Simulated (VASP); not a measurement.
Crystal: C.

```
C
1.0
     0.00000    1.77690    1.77690
     1.77690    0.00000    1.77690
     1.77690    1.77690    0.00000
C
2
Direct
  0.00000 0.00000 0.00000
  0.25000 0.25000 0.25000
```

Base run:

```yaml
Program: VASP 6.6.1
Functional: PBEsol
Potentials_or_basis: VASP PAW PBE potentials, release 64 (C)
Cutoff: 520 eV
k_mesh: 12 × 12 × 12
Occupations: fermi-dirac, width 0.02 eV
Spin: no spin polarisation
```

Its results: band gap on the k mesh 4.06 eV, indirect (least direct gap 5.57 eV); pressure 1.1 GPa.

**Question.** The run is repeated on the same cell with these changes: potentials or basis from VASP PAW PBE potentials, release 64 (C) to VASP PAW PBE potentials, release 64 (C_h); cutoff from 520 eV to 910 eV. What comes out?

**Answer.** Band gap on the k mesh 4.07 eV, indirect (least direct gap 5.58 eV); pressure 0.0 GPa.

Caveats: the PAW data sets were made with another functional, which shifts forces and pressure a little; the cutoff is under 1.25 times the usual one of these potentials, so pressure, stress and relaxed cells hold a basis-set (Pulay) error (some runs).

A k mesh can miss the band edges.
